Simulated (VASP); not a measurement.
A run of VASP 6.6.1 is set up as follows.

Contents of INCAR:

```
ALGO = Normal ; EDIFF = 1E-8
ENCUT = 520 ; GGA = CA
IBRION = 8 ; ISIF = 2
ISMEAR = -1 ; LASPH = True
LCHARG = True ; LREAL = False
LWAVE = False ; NELM = 60
NSW = 1 ; PREC = Accurate
SIGMA = 0.05
```

The input KPOINTS:

```
k-points
0
Gamma
  5 5 5
```

POSCAR

```
BaS
1.0
    0.0000000000      3.1937500000      3.1937500000
    3.1937500000      0.0000000000      3.1937500000
    3.1937500000      3.1937500000      0.0000000000
Ba S
1 1
Direct
    0.0000000000      0.0000000000      0.0000000000
    0.5000000000      0.5000000000      0.5000000000
```

Potentials or basis: VASP PAW LDA potentials, release 64 (Ba_sv, S).

Launch:

```sh
$ cat potpaw_LDA.64/Ba_sv/POTCAR potpaw_LDA.64/S/POTCAR > POTCAR
$ mpirun -np 1 vasp_std > vasp.out
```

(1) Predict the highest phonon frequency at Γ, LO-TO splitting left out.

Results:

(1) 139 cm⁻¹.

Caveat: the cell stands under pressure or tension, which shifts response properties.
